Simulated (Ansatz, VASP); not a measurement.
**Two plane-wave programs on PtSe2**

```xyz
3
Lattice="3.4261 0.0000 0.0000 -1.7130 2.9671 0.0000 0.0000 0.0000 5.4670" Properties=species:S:1:pos:R:3 pbc="T T T"
Pt    0.0000    0.0000    0.0000
Se    0.0000    1.9780    1.3667
Se    1.7130    0.9890    4.1002
```

Change from the starting cell: strain -0.080 along x and y, +0.080 along z, atoms carried along.

Alike in both runs: task single point; functional PBE; k mesh 12 × 12 × 10; occupations gaussian, width 0.15 eV; no spin polarisation.

|  | VASP | Ansatz |
| --- | --- | --- |
| version | VASP 6.6.1 | Ansatz 0.2.0 |
| potentials or method | VASP PAW PBE potentials, release 64 (Pt, Se), cutoff 520 eV | scalar-relativistic, plane waves, PAW |
| valence electrons in the cell | 22 | 50 |

```csv
,VASP,Ansatz,Ansatz less VASP
gap on the k mesh at the Fermi level (eV),0.23,0.24,+0.008
least direct gap on the mesh (eV),0.53,0.54,+0.008
pressure (GPa),29.7,29.6,-0.13
"traceless stress, the component that is largest in VASP (GPa)",-9.70,-9.68,+0.013
rms of the force components (eV/Å),0.822,0.814,-0.0083
```

Atom by atom the forces differ by 0.008 eV/Å (rms over components). Both programs put the cell under a high pressure, so it lies far from rest at this level. VASP's potentials hold 22 valence electrons a cell and Ansatz's 50, so a difference there can come from the potentials and not from the codes.

Neither program's run includes spin-orbit coupling.
